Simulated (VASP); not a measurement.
Write the native input for VASP 6.6.1 that does the following.

```yaml
Task: single point
Functional: PBEsol
Potentials_or_basis: VASP PAW PBE potentials, release 64 (Ta_pv, H)
Cutoff: 520 eV
k_mesh: 12 × 12 × 12
Occupations: gaussian, width 0.1 eV
Spin: no spin polarisation
Dipole_correction: no
Further_INCAR_settings: ALGO = Normal; EDIFF = 1e-06; NBANDS = 18
```

The structure of Ta2H lies in POSCAR:

```
Ta2H
1.0
    3.2129213265      0.0000000000      0.0000000000
    0.0000000000      3.2129213265      0.0000000000
    0.0000000000      0.0000000000      3.2572464034
Ta H
2 1
Direct
    0.5000000000      0.0000000000      0.7393884077
    0.0000000000      0.5000000000      0.2606115923
    0.0000000000      0.0000000000      0.0000000000
```

This cell differs from its parent crystal: equal strain along all axes, cell held: -4.0 %, then relaxed in part.

One way to write it, as run:

INCAR

```
ALGO = Normal ; EDIFF = 1E-6
ENCUT = 520 ; GGA = PS
ISIF = 2 ; ISMEAR = 0
LASPH = T ; LCHARG = F
LREAL = F ; LWAVE = F
NBANDS = 18 ; NELM = 60
PREC = Accurate ; SIGMA = 0.1
```

KPOINTS

```
k-points
0
Gamma
  12 12 12
```

Potentials or basis: VASP PAW PBE potentials, release 64 (Ta_pv, H).

The run is started by

```bash
$ cat potpaw_PBE.64/Ta_pv/POTCAR potpaw_PBE.64/H/POTCAR > POTCAR
$ mpirun -np 1 vasp_std > vasp.out
```

It gave:

The pressure is 33.9 GPa, the largest force is 0.016 eV/Å and the band gap on the k mesh is zero (an odd number of electrons rules out a gap without spin polarisation).

Caveat: the cell differs from its parent crystal (equal strain along all axes, cell held: -4.0 %, then relaxed in part); the cell stands under pressure; the PAW data sets were made with another functional, which shifts forces and pressure a little; spin-orbit coupling is left out, which moves the levels of the heavy elements.

Wall time 33 s on 1 thread of AMD EPYC 9R45 96-Core Processor (Zen 5) (shared host), peak memory 0.19 GiB.
